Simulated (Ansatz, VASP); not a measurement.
## One calculation of C, two programs

INCAR

```
SYSTEM = C
PREC = Accurate
ENCUT = 520
EDIFF = 1E-6
ISMEAR = 0
SIGMA = 0.03
LREAL = .FALSE.
LASPH = .TRUE.
NELM = 60
ALGO = Normal
ISIF = 2
LWAVE = .FALSE.
LCHARG = .TRUE.
LELF = .TRUE.
LVHAR = .TRUE.
NBANDS = 16
```

File KPOINTS:

```
Automatic mesh
0
G
  16 16 6
  0 0 0
```

File POSCAR:

```
C
1.0
    1.2227846672      2.1166507485      0.0000000000
    1.2227846672     -2.1166507485      0.0000000000
    0.0000000000      0.0000000000     -6.7194983675
C
4
Direct
    0.2257621278      0.7742378722      0.0000000000
    0.6076510034      0.3923489966      0.5000000000
    0.8923489966      0.1076510034      1.0000000000
    0.2742378722      0.7257621278      0.5000000000
```

Input for Ansatz:

```yaml
crystal:
  lattice:
    - [1.2227846672, 2.1166507485, 0.0]
    - [1.2227846672, -2.1166507485, 0.0]
    - [0.0, 0.0, -6.7194983675]
  atoms:
    - { symbol: C, position: [0.2257621278, 0.7742378722, 0.0] }
    - { symbol: C, position: [0.6076510034, 0.3923489966, 0.5] }
    - { symbol: C, position: [0.8923489966, 0.1076510034, 1.0] }
    - { symbol: C, position: [0.2742378722, 0.7257621278, 0.5] }
basis:
  ecutwfc: 420
kpoints:
  mp_grid: { grid: [16, 16, 6] }
hamiltonian:
  xc: lda
scf:
  occupations: { method: gaussian, width: 0.03 }
output:
  forces: true
  stress: true
  eigenvalues: true
```

Change from the starting cell: mode 1 (-37.7 1/cm) frozen in, largest displacement +0.250 Å.

Alike in both runs: task single point; functional LDA; k mesh 16 × 16 × 6; occupations gaussian, width 0.03 eV; no spin polarisation.

|  | VASP | Ansatz |
| --- | --- | --- |
| version | VASP 6.6.1 | Ansatz 0.2.0 |
| potentials or method | VASP PAW LDA potentials, release 64 (C), cutoff 520 eV | scalar-relativistic, plane waves, PAW |
| valence electrons in the cell | 16 | 16 |

VASP gave:

```
gap on the k mesh at the Fermi level (eV)                     : 0.40
least direct gap on the mesh (eV)                             : 0.42
pressure (GPa)                                                : 0.8
traceless stress, the component that is largest in VASP (GPa) : -1.05
rms of the force components (eV/Å)                            : 0.012
```

Question: Which values does Ansatz return?

Answer: gap on the k mesh at the Fermi level (eV): 0.40; least direct gap on the mesh (eV): 0.42; pressure (GPa): 0.0; traceless stress, the component that is largest in VASP (GPa): -0.11; rms of the force components (eV/Å): 0.012.

LDA's correlation is that of Perdew and Zunger in VASP and of Perdew and Wang (1992) in Ansatz. Atom by atom the forces differ by 0.000 eV/Å (rms over components).
